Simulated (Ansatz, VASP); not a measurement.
## Ge: VASP beside Ansatz

```xyz
1
Lattice="-1.6585 1.6585 1.6585 1.6585 -1.6585 1.6585 1.6585 1.6585 -1.6585" Properties=species:S:1:pos:R:3 pbc="T T T"
Ge    0.0000    0.0000    0.0000
```

Alike in both runs: task single point; functional RPBE; k mesh 15 × 15 × 15; occupations fermi-dirac, width 0.1 eV; no spin polarisation.

```csv
,VASP,Ansatz
version,VASP 6.6.1,Ansatz 0.2.0
potentials or method,"VASP PAW PBE potentials, release 64 (Ge_d), cutoff 520 eV","plane waves (420 eV) with PAW, scalar-relativistic"
valence electrons in the cell,14,14
```

```tsv
	VASP	Ansatz	Ansatz less VASP
pressure (GPa)	5.3	5.3	-0.04
```

VASP's potentials were made for PBE, not for RPBE. With one functional, cell and mesh, what is left measures potentials, basis and numerics.
